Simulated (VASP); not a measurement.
Write the native input for VASP 6.6.1 that does the following.

```
Task                               : single point
Functional                         : PBE-based screened hybrid with 15 % exact exchange
Potentials or basis                : VASP PAW PBE potentials, release 64 (K_sv, F)
Cutoff                             : 520 eV
k mesh                             : 5 × 5 × 5
Occupations                        : fermi-dirac, width 0.05 eV
Spin                               : no spin polarisation
Dipole correction                  : no
Grid for exact exchange (PRECFOCK) : Normal
Share of exact exchange            : 0.15
Further INCAR settings             : ALGO = Normal; EDIFF = 1e-06; NBANDS = 15
Screening parameter                : 0.20787 1/Å
```

The system is KF.

```
CELL_PARAMETERS angstrom
0.00000 2.67185 2.67185
2.67185 0.00000 2.67185
2.67185 2.67185 0.00000
ATOMIC_POSITIONS crystal
K 0.00000 0.00000 0.00000
F 0.50000 0.50000 0.50000
```

These files were run (other wordings do the same):

POSCAR

```
KF
1.0
    0.0000000000      2.6718500000      2.6718500000
    2.6718500000      0.0000000000      2.6718500000
    2.6718500000      2.6718500000      0.0000000000
K F
1 1
Direct
    0.0000000000      0.0000000000      0.0000000000
    0.5000000000      0.5000000000      0.5000000000
```

INCAR.step1

```
PREC = Accurate
ENCUT = 520
EDIFF = 1E-5
ISMEAR = -1
SIGMA = 0.05
LREAL = False
LASPH = True
NELM = 100
ALGO = Normal
ISIF = 2
LWAVE = True
LCHARG = False
GGA = PE
NBANDS = 15
```

INCAR.step2

```
PREC = Accurate
ENCUT = 520
EDIFF = 1E-6
ISMEAR = -1
SIGMA = 0.05
LREAL = False
LASPH = True
NELM = 100
ALGO = Normal
ISIF = 2
LWAVE = False
LCHARG = False
GGA = PE
LHFCALC = True
AEXX = 0.15
HFSCREEN = 0.2078699
PRECFOCK = Normal
ISTART = 1
NBANDS = 15
```

KPOINTS

```
Automatic mesh
0
Gamma
  5 5 5
```

Potentials or basis: VASP PAW PBE potentials, release 64 (K_sv, F).

Command:

```bash
$ cat potpaw_PBE.64/K_sv/POTCAR potpaw_PBE.64/F/POTCAR > POTCAR
$ cp INCAR.step1 INCAR
$ mpirun -np 1 vasp_std > vasp.out
$ cp INCAR.step2 INCAR
$ mpirun -np 1 vasp_std > vasp.out
```

It gave:

| Property | Result |
| --- | --- |
| Pressure | 0.9 GPa |
| Band gap on the k mesh | 7.35 eV |

Caveat: the PAW data sets were made with another functional, which shifts forces and pressure a little.

It took 5 min on 1 thread of Intel(R) Xeon(R) 6975P-C (Granite Rapids) (shared host), peak memory 0.27 GiB.
